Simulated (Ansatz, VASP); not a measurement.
**NbSi: VASP beside Ansatz**

File POSCAR:

```
NbSi
1.0
    0.0000000000      2.5738300000      2.5738300000
    2.5738300000      0.0000000000      2.5738300000
    2.5738300000      2.5738300000      0.0000000000
Nb Si
1 1
Direct
    0.0000000000      0.0000000000      0.0000000000
    0.5000000000      0.5000000000      0.5000000000
```

File INCAR.step1:

```
SYSTEM = NbSi
ALGO = Normal ; EDIFF = 1E-5
ENCUT = 520 ; GGA = PE
ISIF = 2 ; ISMEAR = -1
LASPH = .TRUE. ; LCHARG = .FALSE.
LREAL = .FALSE. ; LWAVE = .TRUE.
NBANDS = 16 ; NELM = 100
PREC = Accurate ; SIGMA = 0.05
```

INCAR.step2

```
SYSTEM = NbSi
AEXX = 0.1 ; ALGO = Normal
EDIFF = 1E-6 ; ENCUT = 520
ISIF = 2 ; ISMEAR = -1
ISTART = 1 ; LASPH = .TRUE.
LCHARG = .FALSE. ; LHFCALC = .TRUE.
LMIXTAU = .TRUE. ; LREAL = .FALSE.
LWAVE = .FALSE. ; METAGGA = R2SCAN
NBANDS = 16 ; NELM = 100
PREC = Accurate ; PRECFOCK = Normal
SIGMA = 0.05
```

The input KPOINTS:

```
k-points
0
G
  5 5 5
  0 0 0
```

The input input:

```
crystal:
  lattice:
    - [0.0, 2.57383, 2.57383]
    - [2.57383, 0.0, 2.57383]
    - [2.57383, 2.57383, 0.0]
  atoms:
    - { symbol: Nb, position: [0.0, 0.0, 0.0] }
    - { symbol: Si, position: [0.5, 0.5, 0.5] }
hamiltonian:
  xc: r2scanh
  pseudopotentials: { kind: paw }
kpoints:
  mp_grid: { grid: [5, 5, 5] }
scf:
  occupations: { method: fermi_dirac, width: 0.05 }
output:
  forces: true
  stress: true
  eigenvalues: true
```

Alike in both runs: task single point; functional r2SCANh; k mesh 5 × 5 × 5; occupations fermi-dirac, width 0.05 eV; no spin polarisation.

```csv
,VASP,Ansatz
version,VASP 6.6.1,Ansatz 0.2.0
potentials or method,"VASP PAW PBE potentials, release 64 (Nb_sv, Si)",Ansatz PAW
plane-wave cutoff (eV),520,500
valence electrons in the cell,17,17
```

VASP gave:

```
gap on the k mesh at the Fermi level (eV) : none
pressure (GPa)                            : -2.3
```

Q: What did Ansatz give for the same quantities?

A: gap on the k mesh at the Fermi level (eV): none; pressure (GPa): -2.0.

VASP's potentials were made for PBE, not for r2SCANh. A gap of «none» marks a metal or a gap that the smearing closes. The functional is the same, so the differences come from potentials, cutoffs and numerics.

The k mesh is coarse, so the values compare programs but aren't converged.
